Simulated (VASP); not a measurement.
# Zn7Se8 (a cell with a defect) in VASP: relaxation of the atoms with r2SCAN

Aim: the relaxation of the atoms of Zn7Se8 (a cell with a defect) with r2SCAN.

Everything below comes from runs of VASP 6.6.1. Logs are shortened: lines on timing, memory, paths and dates and some standing lists are left out, and cuts for length are marked.

## 1. The cell of the first run

The cell holds a defect, 15 atoms: a = 8.011 Å, b = 8.011 Å, c = 8.011 Å, α = 60.00°, β = 60.00°, γ = 60.00°.

## 2. Relaxation of the atoms, r2SCAN (atoms taken out)

POSCAR reads:

```
Zn7Se8
1.0
    0.0000000000      5.6648850800     -5.6648850800
    5.6648850800      5.6648850800      0.0000000000
    5.6648850800      0.0000000000     -5.6648850800
Zn Se
7 8
Direct
    0.5000000000      0.0000000000      0.5000000000
    0.0000000000      0.0000000000      0.5000000000
    0.0000000000      0.5000000000      0.5000000000
    0.5000000000      0.0000000000      0.0000000000
    0.5000000000      0.5000000000      0.0000000000
    0.0000000000      0.0000000000      0.0000000000
    0.0000000000      0.5000000000      0.0000000000
    0.3750000000      0.3750000000      0.3750000000
    0.3750000000      0.8750000000      0.3750000000
    0.8750000000      0.3750000000      0.3750000000
    0.8750000000      0.8750000000      0.3750000000
    0.3750000000      0.3750000000      0.8750000000
    0.3750000000      0.8750000000      0.8750000000
    0.8750000000      0.3750000000      0.8750000000
    0.8750000000      0.8750000000      0.8750000000
```

INCAR.step1 reads:

```
SYSTEM = Zn7Se8
  ALGO = Normal
  EDIFF = 1E-4
  ENCUT = 520
  GGA = PE
  ISMEAR = 0
  LASPH = .TRUE.
  LCHARG = .FALSE.
  LREAL = Auto
  LWAVE = .TRUE.
  NELECT = 134.0
  NELM = 100
  PREC = Accurate
  SIGMA = 0.02
```

INCAR.step2 reads:

```
SYSTEM = Zn7Se8
  ALGO = Normal
  EDIFF = 1E-7
  EDIFFG = -0.02
  ENCUT = 520
  IBRION = 2
  ISIF = 2
  ISMEAR = 0
  ISTART = 1
  LASPH = .TRUE.
  LCHARG = .FALSE.
  LMIXTAU = .TRUE.
  LREAL = Auto
  LWAVE = .FALSE.
  METAGGA = R2SCAN
  NELECT = 134.0
  NELM = 100
  NSW = 80
  PREC = Accurate
  SIGMA = 0.02
```

KPOINTS reads:

```
k-points
0
G
  2 2 2
  0 0 0
```

Potentials or basis: VASP PAW PBE potentials, release 64 (Zn, Se).

Launch:

```
$ cat potpaw_PBE.64/Zn/POTCAR potpaw_PBE.64/Se/POTCAR > POTCAR
$ cp INCAR.step1 INCAR
$ mpirun -np 1 vasp_std > vasp.out
$ cp INCAR.step2 INCAR
$ mpirun -np 1 vasp_std > vasp.out
```

OUTCAR:

```text
SYSTEM = Zn7Se8
   EDIFF = 1E-7
   EDIFFG = -0.02
   ENCUT = 520
   IBRION = 2
   ISIF = 2
   ISMEAR = 0
   ISTART = 1
   LASPH = .TRUE.
   LREAL = Auto
   METAGGA = R2SCAN
   NELECT = 134.0
   NELM = 100
   NSW = 80
   PREC = Accurate

 ion  position               nearest neighbor table
   1  0.500  0.000  0.500-   8 2.45  11 2.45  13 2.45   9 2.45
   2  0.000  0.000  0.500-   9 2.45  10 2.45  15 2.45  11 2.45
   3  0.000  0.500  0.500-   8 2.45  11 2.45  14 2.45  10 2.45
   4  0.500  0.000  0.000-   9 2.45  12 2.45  15 2.45  13 2.45
   5  0.500  0.500  0.000-   8 2.45  13 2.45  14 2.45  12 2.45
   6  0.000  0.000  0.000-  11 2.45  13 2.45  14 2.45  15 2.45
   7  0.000  0.500  0.000-  10 2.45  12 2.45  15 2.45  14 2.45
   8  0.375  0.375  0.375-   1 2.45   3 2.45   5 2.45
   9  0.375  0.875  0.375-   2 2.45   4 2.45   1 2.45
  10  0.875  0.375  0.375-   2 2.45   7 2.45   3 2.45
  11  0.875  0.875  0.375-   1 2.45   3 2.45   6 2.45   2 2.45
  12  0.375  0.375  0.875-   4 2.45   7 2.45   5 2.45
  13  0.375  0.875  0.875-   1 2.45   5 2.45   6 2.45   4 2.45
  14  0.875  0.375  0.875-   3 2.45   5 2.45   6 2.45   7 2.45
  15  0.875  0.875  0.875-   2 2.45   4 2.45   7 2.45   6 2.45

  LATTYP: Found a face centered cubic cell.
 ALAT       =    11.3297701600

  Lattice vectors:

 A1 = (   0.0000000000,   5.6648850800,  -5.6648850800)
 A2 = (   5.6648850800,   5.6648850800,   0.0000000000)
 A3 = (   5.6648850800,   0.0000000000,  -5.6648850800)

Analysis of symmetry for initial positions (statically):
=====================================================================
 Subroutine PRICEL returns:
 Original cell was already a primitive cell.

 Routine SETGRP: Setting up the symmetry group for a
 face centered cubic supercell.

 Subroutine GETGRP returns: Found 24 space group operations
 (whereof 24 operations were pure point group operations)
 out of a pool of 48 trial point group operations.

The static configuration has the point symmetry T_d .

Analysis of symmetry for dynamics (positions and initial velocities):
=====================================================================
 Subroutine PRICEL returns:
 Original cell was already a primitive cell.

 Routine SETGRP: Setting up the symmetry group for a
 face centered cubic supercell.

 Subroutine GETGRP returns: Found 24 space group operations
 (whereof 24 operations were pure point group operations)
 out of a pool of 48 trial point group operations.

[... 111 lines left out ...]
   ISYM   =      2    0-nonsym 1-usesym 2-fastsym
   POTIM  = 0.5000    time-step for ionic-motion
   TEBEG  =    0.0;   TEEND  =   0.0 temperature during run
   PSTRESS=    0.0 pullay stress
   NELECT =     134.0000    total number of electrons
   NUPDOWN=      -1.0000    fix difference up-down
   EMIN   =  10.00;   EMAX   =-10.00  energy-range for DOS
   EFERMI =   0.00;   METHOD = LEGACY
   ISMEAR =     0;   SIGMA  =   0.02  broadening in eV -4-tet -1-fermi 0-gaus
   EFERMI_NEDOS =   21; number of points for ismear=-14 and -15
   IALGO  =     38    algorithm
   IMIX   =      4    mixing-type and parameters
     AMIX     =   0.40;   BMIX     =  1.00
     AMIX_MAG =   1.60;   BMIX_MAG =  1.00
  volume/ion in A,a.u.               =      24.24       163.57
  Fermi-wavevector in a.u.,A,eV,Ry     =   1.173749  2.218064 18.744574  1.377687
  Thomas-Fermi vector in A             =   2.310157
   LORBIT       =      0    0 simple, 1 ext, 2 COOP (PROOUT), +10 PAW based schemes
   METAGGA = R2SCAN    functional components
   LHFCALC =     F    Hartree Fock is set to
   AEXX    =    0.0000 exact exchange contribution
   IVDW    =     0    specifies the selected vdW correction
   LEPSILON=     F    determine dielectric tensor
   LRPA    =     F    only Hartree local field effects (RPA)
 conjugate gradient relaxation of ions
 non-spin polarized calculation
 Gauss-broadening in eV      SIGMA  =   0.02
  energy-cutoff  :      520.00
  volume of cell :      363.58
 maximum number of plane-waves:      9841
 NGX is ok and might be reduce to    60
   NGX = 29   NGY = 29   NGZ = 29

--------------------------------------- Ionic step        1  -------------------------------------------

 number of electron     134.0000076 magnetization

 Free energy of the ion-electron system (eV)
  ---------------------------------------------------
  ext. energy  EPLUGINS =         0.00000000
  ---------------------------------------------------
  free energy    TOTEN  =      -183.87824763 eV

  energy without entropy =     -183.87824763  energy(sigma->0) =     -183.87824763

------------------------ aborting loop because EDIFF is reached ----------------------------------------

  FORCE on cell =-STRESS in cart. coord.  units (eV):
  Direction    XX          YY          ZZ          XY          YZ          ZX
  --------------------------------------------------------------------------------------
  -------------------------------------------------------------------------------------
  Total       13.3538498     13.3538498     13.3538498      0.0000000      0.0000000      0.0000000
  in kB       58.8455684     58.8455684     58.8455684      0.0000000      0.0000000      0.0000000
  external PRESSURE =      58.8455684 kB  Pullay stress =       0.0000000 kB
[... 379 lines left out ...]
--------------------------------------- Ionic step        9  -------------------------------------------

 number of electron     134.0000017 magnetization

 Free energy of the ion-electron system (eV)
  ---------------------------------------------------
  ext. energy  EPLUGINS =         0.00000000
  ---------------------------------------------------
  free energy    TOTEN  =      -184.43537337 eV

  energy without entropy =     -184.43537337  energy(sigma->0) =     -184.43537337

 E-fermi :   1.3697     XC(G=0):  -9.7417

 val. band max:        1.2496076736   @ k =   0.0000   0.0000   0.0000
 cond. band min:       3.0017688898   @ k =   0.0000   0.0000   0.0000
 fundamental gap:      1.7521612162
 Fermi energy:         1.3696973980

 k-point     1 :       0.0000    0.0000    0.0000
  band No.  band energies     occupation
      1     -12.5377      2.00000
      2     -11.7798      2.00000
      3     -11.7798      2.00000
      4     -11.7798      2.00000
      5     -11.5508      2.00000
      6     -11.2571      2.00000
[... 235 lines left out ...]
     78       6.9921      0.00000
     79       7.4941      0.00000
 [bands above 79 left out]

------------------------ aborting loop because EDIFF is reached ----------------------------------------

  FORCE on cell =-STRESS in cart. coord.  units (eV):
  Direction    XX          YY          ZZ          XY          YZ          ZX
  --------------------------------------------------------------------------------------
  -------------------------------------------------------------------------------------
  Total       11.6036577     11.6036577     11.6036577      0.0000000      0.0000000      0.0000000
  in kB       51.1331069     51.1331069     51.1331069      0.0000000      0.0000000      0.0000000
  external PRESSURE =      51.1331069 kB  Pullay stress =       0.0000000 kB
[... 30 lines left out ...]
  FREE ENERGIE OF THE ION-ELECTRON SYSTEM (eV)
  ---------------------------------------------------
  free  energy   TOTEN  =      -184.4353733703 eV

  energy  without entropy=     -184.4353733703  energy(sigma->0) =     -184.43537337

 reached required accuracy - stopping structural energy minimisation
```

OUTCAR.step1:

```text
SYSTEM = Zn7Se8
   EDIFF = 1E-4
   ENCUT = 520
   GGA = PE
   ISMEAR = 0
[... 497 lines left out ...]
      7.08111      4.24866     -7.08111        -0.363811      0.363811      0.363811
      9.91355      7.08111     -7.08111        -0.026830      0.026830     -0.026830
      7.08111      7.08111     -9.91355         0.026830      0.026830      0.026830
      9.91355      9.91355     -9.91355        -0.026830     -0.026830      0.026830
 -----------------------------------------------------------------------------------
    total drift:                                0.000004      0.000005     -0.000004

  FREE ENERGIE OF THE ION-ELECTRON SYSTEM (eV)
  ---------------------------------------------------
  free  energy   TOTEN  =       -40.4534257380 eV

  energy  without entropy=      -40.4534257380  energy(sigma->0) =      -40.45342574
```

Wall time 2.1 h (1 thread of Oxide Virtual Turin-like, shared host); peak memory 0.6 GiB.

What came out:

```
Free energy                  : -184.4354 eV
Energy gained by relaxing    : 37.1 meV/atom
Ionic steps                  : 9
Largest force after relaxing : 0.011 eV/Å
```

Forces on the atoms (eV/Å):
```
Zn   0.000  0.000 -0.011
Zn   0.000 -0.011  0.000
Zn   0.011  0.000  0.000
Zn  -0.011  0.000  0.000
Zn   0.000  0.011  0.000
Zn   0.000  0.000  0.000
Zn   0.000  0.000  0.011
Se  -0.002 -0.002  0.002
Se   0.002  0.002  0.002
Se  -0.002  0.002 -0.002
Se  -0.003  0.003  0.003
Se   0.002 -0.002 -0.002
Se   0.003 -0.003  0.003
Se  -0.003 -0.003 -0.003
Se   0.003  0.003 -0.003
```

The path:
```tsv
step	energy change (eV)	largest force (eV/Å)	pressure (GPa)
1	0.0000	1.0045	5.88
2	-0.2802	0.6384	5.81
3	-0.5107	0.3718	5.71
4	-0.5195	0.3694	5.71
5	-0.5519	0.1376	5.33
6	-0.5564	0.0439	5.08
7	-0.5568	0.0276	5.12
8	-0.5568	0.0315	5.11
9	-0.5571	0.0106	5.11
```

Final structure:
```yaml
crystal:
  lattice:
    - [0.00000, 5.66489, -5.66489]
    - [5.66489, 5.66489, 0.00000]
    - [5.66489, 0.00000, -5.66489]
  atoms:
    - { symbol: Zn, position: [0.48677, 0.01323, 0.48677] }
    - { symbol: Zn, position: [0.01323, 0.01323, 0.48677] }
    - { symbol: Zn, position: [0.01323, 0.48677, 0.48677] }
    - { symbol: Zn, position: [0.48677, 0.01323, 0.01323] }
    - { symbol: Zn, position: [0.48677, 0.48677, 0.01323] }
    - { symbol: Zn, position: [0.00000, 0.00000, 0.00000] }
    - { symbol: Zn, position: [0.01323, 0.48677, 0.01323] }
    - { symbol: Se, position: [0.38097, 0.38097, 0.38097] }
    - { symbol: Se, position: [0.38097, 0.85710, 0.38097] }
    - { symbol: Se, position: [0.85710, 0.38097, 0.38097] }
    - { symbol: Se, position: [0.87408, 0.87408, 0.37777] }
    - { symbol: Se, position: [0.38097, 0.38097, 0.85710] }
    - { symbol: Se, position: [0.37777, 0.87408, 0.87408] }
    - { symbol: Se, position: [0.87408, 0.37777, 0.87408] }
    - { symbol: Se, position: [0.87408, 0.87408, 0.87408] }
```

Caveat: the k points lie up to 0.48 Å⁻¹ apart; the cell carries a net charge on a neutralising background, which shifts energy and pressure; the cell differs from its parent crystal (atoms taken out); the cell is charged against a uniform background, so pressure and absolute levels hang on convention; the PAW data sets were made with another functional, which shifts forces and pressure a little.
